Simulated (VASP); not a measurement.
Input of a VASP 6.6.1 run:

The input INCAR:

```
SYSTEM = NaGa12O18
ALGO = Normal
EDIFF = 1E-6
ENCUT = 520
GGA = PE
ISIF = 2
ISMEAR = -1
LASPH = .TRUE.
LCHARG = .TRUE.
LELF = .TRUE.
LREAL = Auto
LVHAR = .TRUE.
LWAVE = .FALSE.
NBANDS = 156
NELECT = 270.0
NELM = 100
PREC = Accurate
SIGMA = 0.01
```

Contents of KPOINTS:

```
Automatic mesh
0
Gamma
  1 1 1
  0.25 0.25 0.25
```

The input POSCAR:

```
NaGa12O18
1.0
    0.0000000000      9.2496621800      0.0000000000
   -1.3977182400      0.0000000000      5.7085775500
    6.2279771500     -1.5416103600      0.0067278600
Ga O Na
12 18 1
Direct
    0.1161412988      0.6401884746      0.6852767769
    0.2289436209      0.3111416058      0.3051511353
    0.3142587102      0.1958388295      0.8235686131
    0.0207854292      0.7774106586      0.1254436294
    0.4440722386      0.6845110132      0.6787890236
    0.5558691025      0.3058313973      0.3184893063
    0.6318786821      0.2056599815      0.8100713259
    0.3675007630      0.7878412592      0.1825356887
    0.7675707505      0.6884770261      0.6830559578
    0.8800648234      0.3349793705      0.3136637674
    0.9734259611      0.2002345778      0.8729944556
    0.6918482421      0.7957826715      0.1804298455
    0.1777460563      0.7231459138      0.0011105105
    0.1756819988      0.2638986711      0.9875310776
    0.2731577691      0.4134832223      0.6376410745
    0.0477290050      0.5847622936      0.3435116848
    0.0435551620      0.1119039225      0.2406084861
    0.2729087911      0.8821883759      0.6681533480
    0.4995563816      0.7382977443      0.0025374569
    0.5037718557      0.2554647954      0.9962163725
    0.6051421677      0.4361942951      0.6476115158
    0.3922387894      0.5578670665      0.3467058280
    0.3913873667      0.1012009000      0.3262276490
    0.6043817858      0.8931557813      0.6640979931
    0.8210879953      0.7270615987     -0.0003745585
    0.8183819056      0.2714565985      0.9955551682
    0.9559892522      0.3953034812      0.6503437294
    0.7256364151      0.5703979322      0.3566022386
    0.7267753268      0.1073338409      0.3334560191
    0.9495066720      0.8745301838      0.7292996875
    1.0488305284      1.0158161266      0.5255556740
```

Potentials or basis: VASP PAW PBE potentials, release 64 (Ga_d, O, Na_pv).

Run with:

```sh
$ cat potpaw_PBE.64/Ga_d/POTCAR potpaw_PBE.64/O/POTCAR potpaw_PBE.64/Na_pv/POTCAR > POTCAR
$ mpirun -np 1 vasp_std > vasp.out
```

**Question.** What does it give for the largest force?

**Answer.** 0.297 eV/Å.

Forces in eV/Å, atoms in the order of the input:
```
Ga   0.025 -0.015  0.004
Ga  -0.026 -0.039  0.023
Ga   0.026  0.011  0.019
Ga   0.042  0.001 -0.047
Ga   0.011 -0.001  0.002
Ga  -0.013 -0.015  0.005
Ga  -0.015 -0.007  0.002
Ga  -0.004 -0.022  0.004
Ga  -0.013  0.019 -0.017
Ga   0.007 -0.020 -0.057
Ga   0.004 -0.022 -0.018
Ga   0.007  0.009 -0.018
O    0.005 -0.017  0.013
O   -0.019 -0.014  0.005
O    0.001 -0.003 -0.020
O    0.015  0.033 -0.023
O   -0.069 -0.014  0.009
O    0.004 -0.005 -0.005
O   -0.012 -0.002 -0.006
O    0.020  0.004  0.017
O    0.008 -0.005  0.001
O   -0.006 -0.014  0.012
O    0.011 -0.030 -0.002
O   -0.033 -0.010  0.023
O   -0.018 -0.012  0.009
O   -0.001 -0.017  0.021
O    0.004 -0.030 -0.017
O   -0.021 -0.011 -0.002
O    0.022 -0.007 -0.010
O   -0.071 -0.008 -0.011
Na   0.112  0.262  0.084
```

Caveat: the k points lie up to 1.10 Å⁻¹ apart; the cell carries a net charge on a neutralising background, which shifts energy and pressure.
